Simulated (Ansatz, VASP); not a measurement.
# One calculation of AlNi, two programs

The input INCAR:

```
ALGO = Normal ; EDIFF = 1E-6
ENCUT = 690 ; GGA = PS
GGA_COMPAT = F ; ISIF = 2
ISMEAR = -1 ; ISPIN = 2
LASPH = T ; LCHARG = F
LMAXMIX = 4 ; LORBIT = 11
LREAL = F ; LWAVE = F
MAGMOM = 1 0 ; NBANDS = 22
NELM = 200 ; NUPDOWN = 1.0
PREC = Accurate ; SIGMA = 0.05
```

The input KPOINTS:

```
k-points
0
Gamma
  8 8 8
```

POSCAR

```
AlNi
1.0
    2.8810000000      0.0000000000      0.0000000000
    0.0000000000      2.8810000000      0.0000000000
    0.0000000000      0.0000000000      2.8810000000
Ni Al
1 1
Direct
    0.5000000000      0.5000000000      0.5000000000
    0.0000000000      0.0000000000      0.0000000000
```

File input.yaml:

```yaml
crystal:
  lattice:
    - [2.881, 0.0, 0.0]
    - [0.0, 2.881, 0.0]
    - [0.0, 0.0, 2.881]
  atoms:
    - { symbol: Ni, position: [0.5, 0.5, 0.5], spin: 1.0 }
    - { symbol: Al, position: [0.0, 0.0, 0.0] }
hamiltonian:
  xc: pbesol
  pseudopotentials: { kind: paw }
magnetization:
  spin_polarized: true
  initial_magnetization: 1.0
  spin_locking: { lock_magnetization: hard }
kpoints:
  mp_grid: { grid: [8, 8, 8] }
scf:
  occupations: { method: fermi_dirac, width: 0.05 }
  lower_state_search: "off"
output:
  forces: true
  stress: true
  eigenvalues: true
```

Alike in both runs: task single point; functional PBEsol; k mesh 8 × 8 × 8; occupations fermi-dirac, width 0.05 eV; collinear spin; fixed moment 1 μB.

|  | VASP | Ansatz |
| --- | --- | --- |
| version | VASP 6.6.1 | Ansatz 0.2.0 |
| potentials or method | VASP PAW PBE potentials, release 64 (Ni_sv_GW, Al) | Ansatz PAW |
| plane-wave cutoff (eV) | 690 | 420 |
| valence electrons in the cell | 21 | 21 |

```tsv
	VASP	Ansatz	Ansatz less VASP
pressure (GPa)	-0.5	0.5	+0.95
net moment per atom (μB)	0.50	0.50	0.000
size of the moment on the site where the two differ most (μB)	0.06	0.10	+0.037
```

VASP's potentials were made for PBE, not for PBEsol. Site moments also hang on the region over which each program counts them. With one functional, cell and mesh, what is left measures potentials, basis and numerics.
